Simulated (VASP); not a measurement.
# HfO2 (Fm-3m) in VASP: further runs, part 2 of 2

VASP 6.6.1.

### Step 3. Relaxation of cell and atoms, LDA

This run uses another cell than the first one, of 11.15 Å³/atom.

INCAR reads:

```
PREC = Accurate
ENCUT = 600
EDIFF = 1E-7
ISMEAR = 0
SIGMA = 0.01
LREAL = False
LASPH = True
NELM = 80
ALGO = Normal
ISIF = 3
LWAVE = False
LCHARG = False
GGA = CA
IBRION = 2
NSW = 100
EDIFFG = -0.003
```

KPOINTS reads:

```
regular mesh
0
Gamma
  8 8 8
```

POSCAR reads:

```
HfO2
1.0
    0.0000000000      2.5575000000      2.5575000000
    2.5575000000      0.0000000000      2.5575000000
    2.5575000000      2.5575000000      0.0000000000
Hf O
1 2
Direct
    0.0000000000      0.0000000000      0.0000000000
    0.2500000000      0.2500000000      0.2500000000
    0.7500000000      0.7500000000      0.7500000000
```

Potentials or basis: VASP PAW LDA potentials, release 64 (Hf_pv, O).

On the command line:

```sh
$ cat potpaw_LDA.64/Hf_pv/POTCAR potpaw_LDA.64/O/POTCAR > POTCAR
$ mpirun -np 1 vasp_std > vasp.out
```

OUTCAR:

```text
PREC = Accurate
   ENCUT = 600
   EDIFF = 1E-7
   ISMEAR = 0
   LREAL = False
   LASPH = True
   NELM = 80
   ISIF = 3
   GGA = CA
   IBRION = 2
   NSW = 100
   EDIFFG = -0.003

 ion  position               nearest neighbor table
   1  0.000  0.000  0.000-   3 2.21   3 2.21   3 2.21   2 2.21   3 2.21   2 2.21   2 2.21   2 2.21

   2  0.250  0.250  0.250-   1 2.21   1 2.21   1 2.21   1 2.21
   3  0.750  0.750  0.750-   1 2.21   1 2.21   1 2.21   1 2.21

  LATTYP: Found a face centered cubic cell.
 ALAT       =     5.1150000000

  Lattice vectors:

 A1 = (   0.0000000000,   2.5575000000,   2.5575000000)
 A2 = (   2.5575000000,   0.0000000000,   2.5575000000)
 A3 = (   2.5575000000,   2.5575000000,   0.0000000000)

Analysis of symmetry for initial positions (statically):
=====================================================================
 Subroutine PRICEL returns:
 Original cell was already a primitive cell.

 Routine SETGRP: Setting up the symmetry group for a
 face centered cubic supercell.

 Subroutine GETGRP returns: Found 48 space group operations
 (whereof 48 operations were pure point group operations)
 out of a pool of 48 trial point group operations.

The static configuration has the point symmetry O_h .

Analysis of symmetry for dynamics (positions and initial velocities):
[... 385 lines left out ...]
 number of electron      22.0000003 magnetization

 Free energy of the ion-electron system (eV)
  ---------------------------------------------------
  ext. energy  EPLUGINS =         0.00000000
  ---------------------------------------------------
  free energy    TOTEN  =       -33.08544731 eV

  energy without entropy =      -33.08544731  energy(sigma->0) =      -33.08544731

 E-fermi :   4.6218     XC(G=0): -12.5956

 val. band max:        4.5325186493   @ k =   0.5000   0.5000   0.0000
 cond. band min:       8.2700135634   @ k =   0.5000   0.5000   0.0000
 fundamental gap:      3.7374949142
 Fermi energy:         4.6218155099

 k-point     1 :       0.0000    0.0000    0.0000
  band No.  band energies     occupation
      1     -24.7231      2.00000
      2     -24.7231      2.00000
      3     -24.7231      2.00000
      4     -14.2858      2.00000
      5     -10.8435      2.00000
      6      -1.2158      2.00000
      7      -1.2158      2.00000
      8      -1.2158      2.00000
      9       3.8928      2.00000
     10       3.8928      2.00000
     11       3.8928      2.00000
     12       8.3386      0.00000
     13       8.3386      0.00000
     14      10.6569      0.00000
[... 401 lines left out ...]
      2     -24.9545      2.00000
      3     -24.8257      2.00000
      4     -12.4831      2.00000
      5     -11.7857      2.00000
      6      -0.6400      2.00000
      7      -0.1956      2.00000
      8       0.7613      2.00000
      9       2.2073      2.00000
     10       3.0924      2.00000
     11       3.2371      2.00000
     12       9.1476      0.00000
     13       9.6044      0.00000
     14      11.9804      0.00000
     15      13.0301      0.00000

 [... further k-points ...]

------------------------ aborting loop because EDIFF is reached ----------------------------------------

  FORCE on cell =-STRESS in cart. coord.  units (eV):
  Direction    XX          YY          ZZ          XY          YZ          ZX
  --------------------------------------------------------------------------------------
  -------------------------------------------------------------------------------------
  Total       -0.0012004     -0.0012004     -0.0012004      0.0000000      0.0000000     -0.0000000
  in kB       -0.0622905     -0.0622905     -0.0622905      0.0000000      0.0000000     -0.0000000
  external PRESSURE =      -0.0622905 kB  Pullay stress =       0.0000000 kB
[... 18 lines left out ...]
  FREE ENERGIE OF THE ION-ELECTRON SYSTEM (eV)
  ---------------------------------------------------
  free  energy   TOTEN  =       -33.0854473091 eV

  energy  without entropy=      -33.0854473091  energy(sigma->0) =      -33.08544731

 reached required accuracy - stopping structural energy minimisation
```

OSZICAR:

```text
N       E                     dE             d eps       ncg     rms          rms(c)
DAV:   1     0.106875448898E+03    0.10688E+03   -0.13932E+04   870   0.162E+03
DAV:   2    -0.345111713629E+02   -0.14139E+03   -0.13743E+03  1094   0.335E+02
DAV:   3    -0.385953981940E+02   -0.40842E+01   -0.40799E+01  1136   0.560E+01
[... 64 lines left out ...]
DAV:   2    -0.330854903949E+02    0.23125E-03   -0.10603E-03   940   0.251E-01    0.858E-02
DAV:   3    -0.330854552853E+02    0.35110E-04   -0.54119E-05  1038   0.669E-02    0.601E-02
DAV:   4    -0.330854474508E+02    0.78345E-05   -0.26537E-05  1087   0.450E-02    0.419E-02
DAV:   5    -0.330854473548E+02    0.96032E-07   -0.15550E-06  1080   0.956E-03    0.882E-03
DAV:   6    -0.330854473091E+02    0.45761E-07   -0.11738E-07   701   0.301E-03
   7 F= -.33085447E+02 E0= -.33085447E+02  d E =-.391857E-04
```

CONTCAR:

```text
HfO2
   1.00000000000000
     0.0000000000000000    2.4899567943811514    2.4899567943811514
     2.4899567943811514    0.0000000000000000    2.4899567943811514
     2.4899567943811514    2.4899567943811514   -0.0000000000000000
  Hf              O
     1     2
Direct
     0.0000000000000000    0.0000000000000000    0.0000000000000000
     0.2500000000000000    0.2500000000000000    0.2500000000000000
     0.7500000000000000    0.7500000000000000    0.7500000000000000

  0.00000000E+00  0.00000000E+00  0.00000000E+00
  0.00000000E+00  0.00000000E+00  0.00000000E+00
  0.00000000E+00  0.00000000E+00  0.00000000E+00
```

It took 76 s on 1 thread of Intel Xeon 8259CL, shared host; peak memory 0.17 GiB.

Results:

| Quantity | Value |
| --- | --- |
| Free energy | -33.0854 eV |
| Relaxed volume | 10.29 Å³/atom |
| Relaxed cell | a = 3.521 Å, b = 3.521 Å, c = 3.521 Å, α = 60.00°, β = 60.00°, γ = 60.00° |
| Space group after relaxing (to 0.1 Å) | Fm-3m (No. 225) |
| Energy gained by relaxing | 56.4 meV/atom |
| Ionic steps | 7 |
| Pressure after relaxing | 0.0 GPa |
| Band gap on the k mesh | 3.74 eV |

Step by step:
| step | energy change (eV) | largest force (eV/Å) | pressure (GPa) | volume (Å³) |
| --- | --- | --- | --- | --- |
| 1 | 0.0000 | 0.0000 | -19.57 | 33.46 |
| 2 | 0.3007 | 0.0000 | 46.76 | 27.28 |
| 3 | -0.1691 | 0.0000 | -0.80 | 30.96 |
| 4 | -0.1693 | 0.0000 | -0.13 | 30.89 |
| 5 | -0.1693 | 0.0000 | 0.34 | 30.84 |
| 6 | -0.1693 | 0.0000 | -0.46 | 30.92 |
| 7 | -0.1693 | 0.0000 | -0.01 | 30.87 |

Final structure:
```
Hf O
1.0
     0.00000    2.48996    2.48996
     2.48996    0.00000    2.48996
     2.48996    2.48996    0.00000
Hf O
1 2
Direct
  0.00000 0.00000 0.00000
  0.25000 0.25000 0.25000
  0.75000 0.75000 0.75000
```

Caveat: spin-orbit coupling is left out, which moves the levels of the heavy elements. Zero-point motion and thermal expansion aren't in these numbers.
